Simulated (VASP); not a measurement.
# Sb (P6_3/mmc) in VASP: a series of runs

Runs on Sb. Level: PBEsol. Tasks: electric field gradients.

All numbers are computed with VASP 6.6.1; they aren't measurements. Logs are shortened: lines on timing, memory, paths and dates and some standing lists are left out, and cuts for length are marked.

## Step 1: The cell of the first run

It takes space group P6_3/mmc (No. 194, hexagonal). Conventional cell: a = 3.403 Å, b = 3.403 Å, c = 5.330 Å, α = 90.00°, β = 90.00°, γ = 120.00°. Sb (site symmetry -6m2) has 12 Sb at 3.31 to 3.40 Å within 4.4 Å.

## Step 2: Electric field gradients, PBEsol (equal xx and yy strain of +1 %)

INCAR

```
SYSTEM = Sb
PREC = Accurate
ENCUT = 520
EDIFF = 1E-8
ISMEAR = -1
SIGMA = 0.05
LREAL = .False.
LASPH = .True.
NELM = 100
ALGO = Normal
ISIF = 2
LWAVE = .False.
LCHARG = .False.
GGA = PS
LEFG = .True.
NBANDS = 12
```

KPOINTS

```
regular mesh
0
Gamma
  12 12 7
  0 0 0
```

POSCAR

```
Sb
1.0
    3.4026901813      0.0000000000      0.0000000000
   -1.7013450907      2.9468161382      0.0000000000
    0.0000000000      0.0000000000      5.3300000000
Sb
2
Direct
    0.3333333333      0.6666666667      0.2500000000
    0.6666666667      0.3333333333      0.7500000000
```

Potentials or basis: VASP PAW PBE potentials, release 64 (Sb).

The run is started by

```
$ cat potpaw_PBE.64/Sb/POTCAR > POTCAR
$ mpirun -np 1 vasp_std > vasp.out
```

OUTCAR:

```text
SYSTEM = Sb
   PREC = Accurate
   ENCUT = 520
   EDIFF = 1E-8
   ISMEAR = -1
   LREAL = .False.
   LASPH = .True.
   NELM = 100
   ISIF = 2
   GGA = PS

 ion  position               nearest neighbor table
   1  0.333  0.667  0.250-   2 3.31   2 3.31   2 3.31   2 3.31   2 3.31   2 3.31
   2  0.667  0.333  0.750-   1 3.31   1 3.31   1 3.31   1 3.31   1 3.31   1 3.31

  LATTYP: Found a hexagonal cell.
 ALAT       =     3.4026901813
 C/A-ratio  =     1.5664076704

  Lattice vectors:

 A1 = (   3.4026901813,   0.0000000000,   0.0000000000)
 A2 = (  -1.7013450907,   2.9468161382,   0.0000000000)
 A3 = (   0.0000000000,   0.0000000000,   5.3300000000)

Analysis of symmetry for initial positions (statically):
[... 35 lines left out ...]
                                     Primitive cell

  volume of cell :      53.4445

  direct lattice vectors                    reciprocal lattice vectors
     3.402690181  0.000000000  0.000000000     0.293885116  0.169674651  0.000000000
    -1.701345091  2.946816138  0.000000000     0.000000000  0.339349302  0.000000000
     0.000000000  0.000000000  5.330000000     0.000000000  0.000000000  0.187617261

  length of vectors
     3.402690181  3.402690181  5.330000000     0.339349302  0.339349302  0.187617261

  position of ions in fractional coordinates (direct lattice)
     0.333333333  0.666666667  0.250000000
     0.666666667  0.333333333  0.750000000

  ion indices of the primitive-cell ions
   primitive index   ion index
                 1           1
                 2           2

----------------------------------------------------------------------------------------

 KPOINTS: regular mesh

Automatic generation of k-mesh.
 Grid dimensions read from file:
 generate k-points for:   12   12    7

 Generating k-lattice:

  Cartesian coordinates                     Fractional coordinates (reciprocal lattice)
     0.024490426  0.014139554  0.000000000     0.083333333  0.000000000  0.000000000
     0.000000000  0.028279109  0.000000000     0.000000000  0.083333333  0.000000000
     0.000000000  0.000000000  0.026802466     0.000000000  0.000000000  0.142857143

  Length of vectors
     0.028279109  0.028279109  0.026802466

  Shift w.r.t. Gamma in fractional coordinates (k-lattice)
     0.000000000  0.000000000  0.000000000

 Subroutine IBZKPT returns following result:
 ===========================================

 Found     76 irreducible k-points:

 Following reciprocal coordinates:
            Coordinates               Weight
  0.000000  0.000000  0.000000      1.000000
  0.083333  0.000000  0.000000      6.000000
  0.166667  0.000000  0.000000      6.000000
  0.250000  0.000000  0.000000      6.000000
  0.333333 -0.000000  0.000000      6.000000
  0.416667  0.000000  0.000000      6.000000
[... 16 lines left out ...]
  0.250000  0.000000  0.142857     12.000000
  0.333333 -0.000000  0.142857     12.000000
 [... further k-points ...]
   k-points           NKPTS =     76   k-points in BZ     NKDIM =     76   number of bands    NBANDS=     12
   number of dos      NEDOS =    301   number of ions     NIONS =      2
   total plane-waves  NPLWV =  31360
   dimension x,y,z NGX =    28 NGY =   28 NGZ =   40
   dimension x,y,z NGXF=    56 NGYF=   56 NGZF=   80
   ions per type =               2
   NGX,Y,Z   is equivalent  to a cutoff of  13.68, 13.68, 12.48 a.u.
   NGXF,Y,Z  is equivalent  to a cutoff of  27.36, 27.36, 24.95 a.u.
 SYSTEM =  Sb
   PREC   = accura    normal or accurate (medium, high low for compatibility)
   ISTART =      0    job   : 0-new  1-cont  2-samecut
   ICHARG =      2    charge: 1-file 2-atom 10-const
   ISPIN  =      1    spin polarized calculation?
   LNONCOLLINEAR =      F non collinear calculations
   LSORBIT =      F    spin-orbit coupling
   LASPH  =      T    aspherical Exc in radial PAW
   ENCUT  =  520.0 eV  38.22 Ry    6.18 a.u.   6.33  6.33  9.91*2*pi/ulx,y,z
   NELM   =    100;   NELMIN=  2; NELMDL= -5     # of ELM steps
   EDIFF  = 0.1E-07   stopping-criterion for ELM
   LREAL  =      F    real-space projection
   EDIFFG = 0.1E-06   stopping-criterion for IOM
   NSW    =      0    number of steps for IOM
   IBRION =     -1    ionic relax: 0-MD 1-quasi-New 2-CG
   NFREE  =      0    steps in history (QN), initial steepest desc. (CG)
   ISIF   =      2    stress and relaxation
   ISYM   =      2    0-nonsym 1-usesym 2-fastsym
   POTIM  = 0.5000    time-step for ionic-motion
   TEBEG  =    0.0;   TEEND  =   0.0 temperature during run
   PSTRESS=    0.0 pullay stress
   NELECT =      10.0000    total number of electrons
   NUPDOWN=      -1.0000    fix difference up-down
   EMIN   =  10.00;   EMAX   =-10.00  energy-range for DOS
   EFERMI =   0.00;   METHOD = LEGACY
   ISMEAR =    -1;   SIGMA  =   0.05  broadening in eV -4-tet -1-fermi 0-gaus
   EFERMI_NEDOS =   21; number of points for ismear=-14 and -15
   IALGO  =     38    algorithm
   IMIX   =      4    mixing-type and parameters
     AMIX     =   0.40;   BMIX     =  1.00
     AMIX_MAG =   1.60;   BMIX_MAG =  1.00
  volume/ion in A,a.u.               =      26.72       180.33
  Fermi-wavevector in a.u.,A,eV,Ry     =   0.936355  1.769455 11.929058  0.876761
  Thomas-Fermi vector in A             =   2.063356
   LORBIT       =      0    0 simple, 1 ext, 2 COOP (PROOUT), +10 PAW based schemes
   GGA     = PS    functional components
   LHFCALC =     F    Hartree Fock is set to
   AEXX    =    0.0000 exact exchange contribution
   IVDW    =     0    specifies the selected vdW correction
   LEPSILON=     F    determine dielectric tensor
   LRPA    =     F    only Hartree local field effects (RPA)
 non-spin polarized calculation
  energy-cutoff  :      520.00
  volume of cell :       53.44
 maximum number of plane-waves:      1459
 NGX is ok and might be reduce to    28
   NGX = 13   NGY = 13   NGZ = 19

 number of electron      10.0000001 magnetization

 Free energy of the ion-electron system (eV)
  ---------------------------------------------------
  ext. energy  EPLUGINS =         0.00000000
  ---------------------------------------------------
  free energy    TOTEN  =        -8.67816812 eV

  energy without entropy =       -8.66880762  energy(sigma->0) =       -8.67348787

 E-fermi :   8.4941     XC(G=0): -10.3644

 val. band max:        8.4448230487   @ k =   0.5000   0.0000   0.2857
 cond. band min:       8.5253050026   @ k =   0.5000   0.0000   0.0000
 fundamental gap:      0.0804819539
 Fermi energy:         8.4940884853

 k-point     1 :       0.0000    0.0000    0.0000
  band No.  band energies     occupation
      1      -4.5276      2.00000
      2      -0.3204      2.00000
      3       2.6753      2.00000
      4      11.6178      0.00000
      5      11.6178      0.00000
      6      13.4116      0.00000
      7      13.4116      0.00000
      8      14.5001      0.00000
      9      15.6790      0.00000
     10      17.2110      0.00000
     11      18.2729      0.00000
     12      18.2729      0.00000

 k-point     2 :       0.0833    0.0000    0.0000
  band No.  band energies     occupation
      1      -4.4087      2.00000
      2      -0.2205      2.00000
      3       2.8001      2.00000
      4      10.4564      0.00000
      5      11.1805      0.00000
      6      12.8071      0.00000
      7      13.5548      0.00000
      8      14.2562      0.00000
      9      16.1839      0.00000
     10      16.9431      0.00000
     11      18.2922      0.00000
     12      18.9001      0.00000

 k-point     3 :       0.1667    0.0000    0.0000
  band No.  band energies     occupation
      1      -4.0536      2.00000
      2       0.0689      2.00000
      3       3.1714      2.00000
      4       8.4111      1.68024
      5      10.3764      0.00000
      6      11.4068      0.00000
      7      13.4308      0.00000
      8      13.4735      0.00000
      9      15.0425      0.00000
     10      17.7233      0.00000
     11      18.0458      0.00000
     12      18.8290      0.00000

 k-point     4 :       0.2500    0.0000    0.0000
  band No.  band energies     occupation
      1      -3.4687      2.00000
      2       0.5008      2.00000
      3       3.7784      2.00000
      4       6.4013      2.00000
      5       9.6139      0.00000
      6       9.7223      0.00000
      7      12.0766      0.00000
      8      13.0654      0.00000
      9      13.9391      0.00000
     10      16.9177      0.00000
     11      17.8857      0.00000
     12      18.2120      0.00000

 k-point     5 :       0.3333   -0.0000    0.0000
  band No.  band energies     occupation
      1      -2.6730      2.00000
      2       0.9022      2.00000
      3       4.5941      2.00000
      4       4.7941      2.00000
      5       8.0185      1.99985
      6       9.0217      0.00005
      7      10.5254      0.00000
      8      12.6162      0.00000
      9      13.2019      0.00000
     10      16.3698      0.00000
     11      17.4871      0.00000
     12      17.7683      0.00000
[... 228 lines left out ...]
      1      -4.2998      2.00000
      2      -0.7872      2.00000
      3       3.5806      2.00000
      4      10.5530      0.00000
      5      11.2735      0.00000
      6      12.6098      0.00000
      7      13.4086      0.00000
      8      13.4709      0.00000
      9      16.1462      0.00000
     10      16.9883      0.00000
     11      18.0310      0.00000
     12      18.1854      0.00000

 k-point    22 :       0.1667    0.0000    0.1429
  band No.  band energies     occupation
      1      -3.9451      2.00000
      2      -0.4751      2.00000
      3       3.9142      2.00000
      4       8.5284      0.66973
      5      10.4802      0.00000
      6      11.0640      0.00000
      7      13.0594      0.00000
      8      13.2158      0.00000
      9      15.1176      0.00000
     10      17.3368      0.00000
     11      17.5812      0.00000
     12      18.5908      0.00000

 k-point    23 :       0.2500    0.0000    0.1429
  band No.  band energies     occupation
      1      -3.3613      2.00000
      2       0.0085      2.00000
      3       4.3940      2.00000
      4       6.5926      2.00000
      5       9.2606      0.00000
      6       9.7240      0.00000
      7      12.1941      0.00000
      8      12.7487      0.00000
      9      14.1450      0.00000
     10      16.2904      0.00000
     11      17.3952      0.00000
     12      18.6314      0.00000

 k-point    24 :       0.3333   -0.0000    0.1429
  band No.  band energies     occupation
      1      -2.5678      2.00000
      2       0.5385      2.00000
      3       4.3052      2.00000
      4       5.7533      2.00000
      5       7.4874      2.00000
      6       9.1350      0.00001
      7      10.9968      0.00000
      8      12.2791      0.00000
      9      13.3765      0.00000
     10      15.6477      0.00000
     11      17.5682      0.00000
     12      18.2480      0.00000

 [... further k-points ...]
[... 5 lines left out ...]
  --------------------------------------------------------------------------------------
  -------------------------------------------------------------------------------------
  Total       -0.3913853     -0.3913853     -0.6964852      0.0000000     -0.0000000      0.0000000
  in kB      -11.7330924    -11.7330924    -20.8794866      0.0000000     -0.0000000      0.0000000
  external PRESSURE =     -14.7818905 kB  Pullay stress =       0.0000000 kB

 VOLUME and BASIS-vectors are now :
 -----------------------------------------------------------------------------
  energy-cutoff  :      520.00
  volume of cell :       53.44
      direct lattice vectors                 reciprocal lattice vectors
     3.402690181  0.000000000  0.000000000     0.293885116  0.169674651  0.000000000
    -1.701345091  2.946816138  0.000000000     0.000000000  0.339349302  0.000000000
     0.000000000  0.000000000  5.330000000     0.000000000  0.000000000  0.187617261

 POSITION                                       TOTAL-FORCE (eV/Angst)
 -----------------------------------------------------------------------------------
     -0.00000      1.96454      1.33250        -0.000000     -0.000000      0.000000
      1.70135      0.98227      3.99750         0.000000      0.000000      0.000000
 -----------------------------------------------------------------------------------
    total drift:                               -0.000000      0.000000      0.000000

  FREE ENERGIE OF THE ION-ELECTRON SYSTEM (eV)
  ---------------------------------------------------
  free  energy   TOTEN  =        -8.6781681203 eV

  energy  without entropy=       -8.6688076161  energy(sigma->0) =       -8.67348787

 Electric field gradients (V/A^2)
---------------------------------------------------------------------
 ion       V_xx      V_yy      V_zz      V_xy      V_xz      V_yz
---------------------------------------------------------------------
   1     -10.122   -10.122    20.244     0.000     0.000    -0.000
   2     -10.122   -10.122    20.244     0.000    -0.000     0.000
---------------------------------------------------------------------

 Electric field gradients after diagonalization (V/A^2)
 (convention: |V_zz| > |V_xx| > |V_yy|)
----------------------------------------------------------------------
 ion       V_xx      V_yy      V_zz     asymmetry (V_yy - V_xx)/ V_zz
----------------------------------------------------------------------
   1     -10.122   -10.122    20.244       0.000
   2     -10.122   -10.122    20.244       0.000
----------------------------------------------------------------------

           NMR quadrupolar parameters

 Cq : quadrupolar parameter    Cq=e*Q*V_zz/h
 eta: asymmetry parameters     (V_yy - V_xx)/ V_zz
 Q  : nuclear electric quadrupole moment in mb (millibarn)
----------------------------------------------------------------------
 ion       Cq(MHz)       eta       Q (mb)
----------------------------------------------------------------------
   1       0.049       0.000       1.000
   2       0.049       0.000       1.000
----------------------------------------------------------------------
```

It took 30 s on 1 thread of Intel Xeon Platinum 8488C (Sapphire Rapids), shared host; peak memory 0.2 GiB.

What came out:

| Item | Value |
| --- | --- |
| Free energy | -8.6782 eV |
| Pressure | -1.5 GPa |
| Band gap on the k mesh | zero (band 5 reaches 12.31 eV, above the bottom of band 6 at 5.62 eV) |

Electric field gradients, principal values (V/Å²):
```tsv
atom	least	middle	greatest (by size)
1 Sb	-10.122	-10.122	20.244
2 Sb	-10.122	-10.122	20.244
```

Caveat: the cell differs from its parent crystal (equal xx and yy strain of +1 %); without QUAD_EFG the Cq values of the log hold for a quadrupole moment of 1 mb, not for the nuclei; the PAW data sets were made with another functional, which shifts forces and pressure a little; spin-orbit coupling is left out, which moves the levels of the heavy elements.

(Part 1 of 2 ends here.)
